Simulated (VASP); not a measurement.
# ZrN (Fm-3m) in VASP: further runs

Runs on ZrN. Level: PBE+D3(BJ). Tasks: single point.

All numbers are computed with VASP 6.6.1; they aren't measurements. Logs are shortened: lines on timing, memory, paths and dates and some standing lists are left out, and cuts for length are marked.

## (1) The cell of the first run

The structure is cubic, space group Fm-3m (No. 225). Conventional cell: a = 4.559 Å, b = 4.559 Å, c = 4.559 Å, α = 90.00°, β = 90.00°, γ = 90.00°. Within 3.0 Å of Zr (site symmetry m-3m) lie 6 N at 2.28 Å. N (site symmetry m-3m) has 6 Zr at 2.28 Å within 3.0 Å.

## (2) Single point, PBE+D3(BJ)

Contents of INCAR:

```
PREC = Accurate
ENCUT = 520
EDIFF = 1E-7
ISMEAR = 0
SIGMA = 0.1
LREAL = F
LASPH = T
NELM = 100
ALGO = Normal
ISIF = 2
LWAVE = F
LCHARG = F
GGA = PE
IVDW = 12
NBANDS = 16
```

Contents of KPOINTS:

```
Automatic mesh
0
Gamma
  16 16 16
```

Contents of POSCAR:

```
ZrN
1.0
    0.0000000000      2.2795686374      2.2795686374
    2.2795686374      0.0000000000      2.2795686374
    2.2795686374      2.2795686374      0.0000000000
Zr N
1 1
Direct
    0.0000000000      0.0000000000      0.0000000000
    0.5000000000      0.5000000000      0.5000000000
```

Potentials or basis: VASP PAW PBE potentials, release 64 (Zr_sv, N).

On the command line:

```bash
cat potpaw_PBE.64/Zr_sv/POTCAR potpaw_PBE.64/N/POTCAR > POTCAR
mpirun -np 1 vasp_std > vasp.out
```

OUTCAR:

```text
PREC = Accurate
   ENCUT = 520
   EDIFF = 1E-7
   ISMEAR = 0
   LREAL = F
   LASPH = T
   NELM = 100
   ISIF = 2
   GGA = PE
   IVDW = 12
 IVDW          = 12

 ion  position               nearest neighbor table
   1  0.000  0.000  0.000-   2 2.28   2 2.28   2 2.28   2 2.28   2 2.28   2 2.28
   2  0.500  0.500  0.500-   1 2.28   1 2.28   1 2.28   1 2.28   1 2.28   1 2.28

  LATTYP: Found a face centered cubic cell.
 ALAT       =     4.5591372748

  Lattice vectors:

 A1 = (   0.0000000000,   2.2795686374,   2.2795686374)
 A2 = (   2.2795686374,   0.0000000000,   2.2795686374)
 A3 = (   2.2795686374,   2.2795686374,   0.0000000000)

Analysis of symmetry for initial positions (statically):
=====================================================================
 Subroutine PRICEL returns:
 Original cell was already a primitive cell.

 Routine SETGRP: Setting up the symmetry group for a
 face centered cubic supercell.

 Subroutine GETGRP returns: Found 48 space group operations
 (whereof 48 operations were pure point group operations)
 out of a pool of 48 trial point group operations.

The static configuration has the point symmetry O_h .

Analysis of symmetry for dynamics (positions and initial velocities):
=====================================================================
 Subroutine PRICEL returns:
 Original cell was already a primitive cell.

 Routine SETGRP: Setting up the symmetry group for a
 face centered cubic supercell.

 Subroutine GETGRP returns: Found 48 space group operations
 (whereof 48 operations were pure point group operations)
 out of a pool of 48 trial point group operations.

The dynamic configuration has the point symmetry O_h .

 Subroutine INISYM returns: Found 48 space group operations
 (whereof 48 operations are pure point group operations),
 and found     1 'primitive' translations

----------------------------------------------------------------------------------------

                                     Primitive cell

  volume of cell :      23.6913

  direct lattice vectors                    reciprocal lattice vectors
     0.000000000  2.279568637  2.279568637    -0.219339743  0.219339743  0.219339743
     2.279568637  0.000000000  2.279568637     0.219339743 -0.219339743  0.219339743
     2.279568637  2.279568637  0.000000000     0.219339743  0.219339743 -0.219339743

  length of vectors
     3.223796883  3.223796883  3.223796883     0.379907580  0.379907580  0.379907580

  position of ions in fractional coordinates (direct lattice)
     0.000000000  0.000000000  0.000000000
     0.500000000  0.500000000  0.500000000

  ion indices of the primitive-cell ions
   primitive index   ion index
                 1           1
                 2           2

----------------------------------------------------------------------------------------

 KPOINTS: Automatic mesh

Automatic generation of k-mesh.
 Grid dimensions read from file:
 generate k-points for:   16   16   16

 Generating k-lattice:

  Cartesian coordinates                     Fractional coordinates (reciprocal lattice)
    -0.013708734  0.013708734  0.013708734     0.062500000  0.000000000  0.000000000
     0.013708734 -0.013708734  0.013708734     0.000000000  0.062500000  0.000000000
     0.013708734  0.013708734 -0.013708734     0.000000000  0.000000000  0.062500000

  Length of vectors
     0.023744224  0.023744224  0.023744224

  Shift w.r.t. Gamma in fractional coordinates (k-lattice)
     0.000000000  0.000000000  0.000000000

 Subroutine IBZKPT returns following result:
 ===========================================

 Found    145 irreducible k-points:

 Following reciprocal coordinates:
            Coordinates               Weight
  0.000000  0.000000  0.000000      1.000000
  0.062500  0.000000  0.000000      8.000000
  0.125000  0.000000  0.000000      8.000000
  0.187500  0.000000  0.000000      8.000000
  0.250000  0.000000  0.000000      8.000000
  0.312500  0.000000  0.000000      8.000000
[... 16 lines left out ...]
 -0.125000  0.062500  0.000000     24.000000
 -0.062500  0.062500  0.000000     12.000000
 [... further k-points ...]
   k-points           NKPTS =    145   k-points in BZ     NKDIM =    145   number of bands    NBANDS=     16
   number of dos      NEDOS =    301   number of ions     NIONS =      2
   total plane-waves  NPLWV =  13824
   dimension x,y,z NGX =    24 NGY =   24 NGZ =   24
   dimension x,y,z NGXF=    48 NGYF=   48 NGZF=   48
   ions per type =               1   1
   NGX,Y,Z   is equivalent  to a cutoff of  12.38, 12.38, 12.38 a.u.
   NGXF,Y,Z  is equivalent  to a cutoff of  24.75, 24.75, 24.75 a.u.
 SYSTEM =  unknown system
   PREC   = accura    normal or accurate (medium, high low for compatibility)
   ISTART =      0    job   : 0-new  1-cont  2-samecut
   ICHARG =      2    charge: 1-file 2-atom 10-const
   ISPIN  =      1    spin polarized calculation?
   LNONCOLLINEAR =      F non collinear calculations
   LSORBIT =      F    spin-orbit coupling
   LASPH  =      T    aspherical Exc in radial PAW
   ENCUT  =  520.0 eV  38.22 Ry    6.18 a.u.   5.99  5.99  5.99*2*pi/ulx,y,z
   NELM   =    100;   NELMIN=  2; NELMDL= -5     # of ELM steps
   EDIFF  = 0.1E-06   stopping-criterion for ELM
   LREAL  =      F    real-space projection
   EDIFFG = 0.1E-05   stopping-criterion for IOM
   NSW    =      0    number of steps for IOM
   IBRION =     -1    ionic relax: 0-MD 1-quasi-New 2-CG
   NFREE  =      0    steps in history (QN), initial steepest desc. (CG)
   ISIF   =      2    stress and relaxation
   ISYM   =      2    0-nonsym 1-usesym 2-fastsym
   POTIM  = 0.5000    time-step for ionic-motion
   TEBEG  =    0.0;   TEEND  =   0.0 temperature during run
   PSTRESS=    0.0 pullay stress
   NELECT =      17.0000    total number of electrons
   NUPDOWN=      -1.0000    fix difference up-down
   EMIN   =  10.00;   EMAX   =-10.00  energy-range for DOS
   EFERMI =   0.00;   METHOD = LEGACY
   ISMEAR =     0;   SIGMA  =   0.10  broadening in eV -4-tet -1-fermi 0-gaus
   EFERMI_NEDOS =   21; number of points for ismear=-14 and -15
   IALGO  =     38    algorithm
   IMIX   =      4    mixing-type and parameters
     AMIX     =   0.40;   BMIX     =  1.00
     AMIX_MAG =   1.60;   BMIX_MAG =  1.00
  volume/ion in A,a.u.               =      11.85        79.94
  Fermi-wavevector in a.u.,A,eV,Ry     =   1.465644  2.769665 29.226839  2.148112
  Thomas-Fermi vector in A             =   2.581476
   LORBIT       =      0    0 simple, 1 ext, 2 COOP (PROOUT), +10 PAW based schemes
   GGA     = PE    functional components
   LHFCALC =     F    Hartree Fock is set to
   AEXX    =    0.0000 exact exchange contribution
   IVDW    =    12    specifies the selected vdW correction
   LEPSILON=     F    determine dielectric tensor
   LRPA    =     F    only Hartree local field effects (RPA)
 non-spin polarized calculation
 Gauss-broadening in eV      SIGMA  =   0.10
  energy-cutoff  :      520.00
  volume of cell :       23.69
 maximum number of plane-waves:       652
   NGX = 11   NGY = 11   NGZ = 11

 number of electron      16.9999999 magnetization

 Free energy of the ion-electron system (eV)
  ---------------------------------------------------
  ext. energy  EPLUGINS =         0.00000000
  ---------------------------------------------------
  free energy    TOTEN  =       -20.36082673 eV

  energy without entropy =      -20.35710352  energy(sigma->0) =      -20.35896513

 E-fermi :  12.1901     XC(G=0): -12.5929

 val. band max:       12.1821204149   @ k =   0.4375   0.1875   0.0625
 cond. band min:      12.1972733100   @ k =  -0.1250   0.0625   0.0000
 fundamental gap:      0.0151528951
 Fermi energy:        12.1901431311

 k-point     1 :       0.0000    0.0000    0.0000
  band No.  band energies     occupation
      1     -37.3576      2.00000
      2     -14.9608      2.00000
      3     -14.9608      2.00000
      4     -14.9608      2.00000
      5      -4.1558      2.00000
      6       9.5088      2.00000
[... 8 lines left out ...]
     15      21.3905      0.00000
     16      34.9968      0.00000

 k-point     2 :       0.0625    0.0000    0.0000
  band No.  band energies     occupation
      1     -37.3519      2.00000
      2     -15.0137      2.00000
      3     -14.9646      2.00000
      4     -14.9646      2.00000
      5      -4.0726      2.00000
      6       9.1596      2.00000
[... 8 lines left out ...]
     15      21.6645      0.00000
     16      33.9725      0.00000

 k-point     3 :       0.1250    0.0000    0.0000
  band No.  band energies     occupation
      1     -37.3356      2.00000
      2     -15.1612      2.00000
      3     -14.9755      2.00000
      4     -14.9755      2.00000
      5      -3.8362      2.00000
      6       8.3652      2.00000
[... 8 lines left out ...]
     15      22.4208      0.00000
     16      32.2813      0.00000

 k-point     4 :       0.1875    0.0000    0.0000
  band No.  band energies     occupation
      1     -37.3111      2.00000
      2     -15.3736      2.00000
      3     -14.9916      2.00000
      4     -14.9916      2.00000
      5      -3.4826      2.00000
      6       7.4315      2.00000
[... 8 lines left out ...]
     15      23.4563      0.00000
     16      30.7586      0.00000
[... 324 lines left out ...]
 k-point    22 :      -0.1875    0.0625    0.0000
  band No.  band energies     occupation
      1     -37.2976      2.00000
      2     -15.4608      2.00000
      3     -15.0444      2.00000
      4     -14.9815      2.00000
      5      -3.3088      2.00000
      6       6.9650      2.00000
[... 8 lines left out ...]
     15      23.9665      0.00000
     16      29.2244      0.00000

 k-point    23 :      -0.1250    0.0625    0.0000
  band No.  band energies     occupation
      1     -37.3237      2.00000
      2     -15.2462      2.00000
      3     -15.0185      2.00000
      4     -14.9679      2.00000
      5      -3.6727      2.00000
      6       7.8161      2.00000
[... 8 lines left out ...]
     15      22.9500      0.00000
     16      30.9078      0.00000

 k-point    24 :      -0.0625    0.0625    0.0000
  band No.  band energies     occupation
      1     -37.3427      2.00000
      2     -15.0869      2.00000
      3     -14.9904      2.00000
      4     -14.9620      2.00000
      5      -3.9407      2.00000
      6       8.6077      2.00000
[... 8 lines left out ...]
     15      22.0981      0.00000
     16      32.7108      0.00000

 [... further k-points ...]

------------------------ aborting loop because EDIFF is reached ----------------------------------------

 Edisp (eV)   -0.86719

 E8    (eV) :    -0.3953

  FORCE on cell =-STRESS in cart. coord.  units (eV):
  Direction    XX          YY          ZZ          XY          YZ          ZX
  --------------------------------------------------------------------------------------
  -------------------------------------------------------------------------------------
  Total       0.03588     0.03588     0.03588    -0.00000     0.00000     0.00000
  in kB       2.42620     2.42620     2.42620    -0.00000     0.00000     0.00000
  external pressure =        2.43 kB  Pullay stress =        0.00 kB

 VOLUME and BASIS-vectors are now :
 -----------------------------------------------------------------------------
  energy-cutoff  :      520.00
  volume of cell :       23.69
      direct lattice vectors                 reciprocal lattice vectors
     0.000000000  2.279568637  2.279568637    -0.219339743  0.219339743  0.219339743
     2.279568637  0.000000000  2.279568637     0.219339743 -0.219339743  0.219339743
     2.279568637  2.279568637  0.000000000     0.219339743  0.219339743 -0.219339743

 POSITION                                       TOTAL-FORCE (eV/Angst)
 -----------------------------------------------------------------------------------
      0.00000      0.00000      0.00000         0.000000     -0.000000      0.000000
      2.27957      2.27957      2.27957        -0.000000      0.000000     -0.000000
 -----------------------------------------------------------------------------------
    total drift:                                0.000000     -0.000000     -0.000000

  FREE ENERGIE OF THE ION-ELECTRON SYSTEM (eV)
  ---------------------------------------------------
  free  energy   TOTEN  =       -21.2280176356 eV

  energy  without entropy=      -21.2242944278  energy(sigma->0) =      -21.22615603
```

It took 34 s on 1 thread of Intel Xeon 6975P-C, shared host; peak memory 0.19 GiB.

Results:

- Free energy: -21.2280 eV
- Pressure: 0.2 GPa
- Dispersion energy per atom: -0.434 eV

Caveat: pairwise dispersion overbinds metals, which lowers pressure and volume.

## (3) Single point, PBE+D3(BJ)

This run uses another cell than the first one, of 11.92 Å³/atom, 1.006 times its volume.

Contents of INCAR:

```
SYSTEM = ZrN
  ALGO = Normal
  EDIFF = 1E-6
  ENCUT = 600
  GGA = PE
  GGA_COMPAT = .FALSE.
  ISIF = 2
  ISMEAR = 0
  IVDW = 12
  LASPH = .TRUE.
  LCHARG = .FALSE.
  LREAL = .FALSE.
  LWAVE = .FALSE.
  NBANDS = 16
  NELM = 120
  PREC = Accurate
  SIGMA = 0.1
```

Contents of KPOINTS:

```
k-points
0
G
  6 6 6
  0 0 0
```

Contents of POSCAR:

```
ZrN
1.0
    0.0000000000      2.2842300000      2.2842300000
    2.2842300000      0.0000000000      2.2842300000
    2.2842300000      2.2842300000      0.0000000000
Zr N
1 1
Direct
    0.0000000000      0.0000000000      0.0000000000
    0.5000000000      0.5000000000      0.5000000000
```

Potentials or basis: VASP PAW PBE potentials, release 64 (Zr_sv, N).

On the command line:

```bash
cat potpaw_PBE.64/Zr_sv/POTCAR potpaw_PBE.64/N/POTCAR > POTCAR
mpirun -np 1 vasp_std > vasp.out
```

Run time: 20 s. Hardware: 1 thread of Intel Xeon 8259CL, shared host; peak memory 0.17 GiB.

It converged, with:

```yaml
Free_energy: -21.2599 eV
Pressure: -1.7 GPa
Dispersion_energy_per_atom: -0.431 eV
```

Levels at points of the mesh, in eV from the Fermi level:
```tsv
k point	band 5	band 6	band 7	band 8	band 9	band 10	band 11	band 12	band 13	band 14
(0.00, 0.00, 0.00)	-16.49	-2.84	-2.84	-2.84	-0.59	-0.59	-0.59	1.42	1.42	2.80
(0.50, 0.00, 0.00)	-14.24	-7.89	-5.91	-5.91	2.89	2.94	2.94	4.62	7.65	7.65
(0.50, 0.50, 0.00)	-15.97	-4.73	-3.71	-3.33	-3.33	3.23	4.41	4.41	4.88	8.96
```

Caveat: the k points lie up to 0.40 Å⁻¹ apart; pairwise dispersion overbinds metals, which lowers pressure and volume.
